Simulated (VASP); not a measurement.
Input of a VASP 6.6.1 run:

The input INCAR:

```
PREC     = Accurate       # precision mode
ENCUT    = 840            # plane-wave cutoff, eV
EDIFF    = 1E-6           # SCF threshold, eV
ISMEAR   = -1             # smearing method
SIGMA    = 0.02           # smearing width, eV
LREAL    = F              # projectors in reciprocal space
LASPH    = T              # aspherical terms in the spheres
NELM     = 120            # most SCF steps
ALGO     = Normal         # electronic algorithm
ISIF     = 2              # what is computed and relaxed
LWAVE    = F              # write WAVECAR
LCHARG   = T              # write CHGCAR
GGA      = PE             # functional
LELF     = T              # ELF
LVHAR    = T            
NBANDS   = 15             # bands
GGA_COMPAT= F
```

The input KPOINTS:

```
regular mesh
0
Gamma
  10 10 10
```

POSCAR

```
MgO
1.0
   -0.0344755456      2.0676918712      2.0676918712
    2.0676918712     -0.0344755456      2.0676918712
    2.0676918712      2.0676918712     -0.0344755456
Mg O
1 1
Direct
    0.0000000000      0.0000000000      0.0000000000
    0.5000000000      0.5000000000      0.5000000000
```

Potentials or basis: VASP PAW PBE potentials, release 64 (Mg_sv, O).

Run with:

```console
$ cat potpaw_PBE.64/Mg_sv/POTCAR potpaw_PBE.64/O/POTCAR > POTCAR
$ mpirun -np 1 vasp_std > vasp.out
```

Task: What does it give for the band gap on the k mesh?

Result: 4.91 eV.

Task: What does it give for the pressure?

Result: 10.3 GPa.

Stress tensor (GPa, compression positive):
```
10.27  2.40  2.40
 2.40 10.27  2.40
 2.40  2.40 10.27
```

Caveat: the cell differs from its parent crystal (strain along [111] -2.5%); the cell stands under pressure.
